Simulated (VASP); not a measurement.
Input of a VASP 6.6.1 run:

INCAR

```
PREC = Accurate
ENCUT = 520
EDIFF = 1E-6
ISMEAR = 0
SIGMA = 0.1
LREAL = False
LASPH = True
NELM = 80
ALGO = Normal
ISIF = 2
LWAVE = False
LCHARG = False
GGA = PE
NBANDS = 40
```

KPOINTS

```
Automatic mesh
0
Gamma
  4 4 4
```

File POSCAR:

```
CaInO6
1.0
    0.0000000000      4.2495245500      4.2495245500
    4.2495245500      0.0000000000      4.2495245500
    4.2495245500      4.2495245500      0.0000000000
Ca In O
1 1 6
Direct
    0.0000000000      0.0000000000      0.0000000000
    0.5000000000      0.5000000000      0.5000000000
    0.7500000000      0.2500000000      0.2500000000
    0.2500000000      0.7500000000      0.7500000000
    0.2500000000      0.7500000000      0.2500000000
    0.7500000000      0.2500000000      0.7500000000
    0.2500000000      0.2500000000      0.7500000000
    0.7500000000      0.7500000000      0.2500000000
```

Potentials or basis: VASP PAW PBE potentials, release 64 (Ca_sv, In_d, O).

Command:

```sh
$ cat potpaw_PBE.64/Ca_sv/POTCAR potpaw_PBE.64/In_d/POTCAR potpaw_PBE.64/O/POTCAR > POTCAR
$ mpirun -np 1 vasp_std > vasp.out
```

What does it give for the pressure?

4.0 GPa.

Caveat: an odd number of electrons without spin polarisation forces a metal; a magnetic or distorted state may lie lower.
